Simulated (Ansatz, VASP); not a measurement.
One calculation of CuO, two programs

```
Cu O
1.0
     2.34044   -1.71078   -0.02293
     2.31974    1.68246   -0.01014
    -0.89088    0.02409    5.07863
Cu O
2 2
Direct
  0.99173 0.49395 0.99449
  0.49091 0.98042 0.49879
  0.57340 0.39839 0.25770
  0.39187 0.56104 0.73971
```

Change from the starting cell: kmesh displaced: [4, 4, 2] Gamma-centred.

Alike in both runs: task single point; functional PBE; k mesh 4 × 4 × 2; occupations gaussian, width 0.1 eV; no spin polarisation.

```csv
,VASP,Ansatz
version,VASP 6.6.1,Ansatz 0.2.0
potentials or method,"VASP PAW PBE potentials, release 64 (Cu_sv_GW, O), cutoff 820 eV","scalar-relativistic, plane waves, PAW"
valence electrons in the cell,50,50
```

|  | VASP | Ansatz | Ansatz less VASP |
| --- | --- | --- | --- |
| gap on the k mesh at the Fermi level (eV) | none | none | - |
| pressure (GPa) | 6.2 | 7.0 | +0.81 |
| traceless stress, the component that is largest in VASP (GPa) | 2.30 | 2.29 | -0.017 |
| rms of the force components (eV/Å) | 0.341 | 0.340 | -0.0013 |

Atom by atom the forces differ by 0.005 eV/Å (rms over components). A gap of «none» marks a metal or a gap that the smearing closes. With one functional, cell and mesh, what is left measures potentials, basis and numerics.

The k mesh is coarse, so the values compare programs but aren't converged.
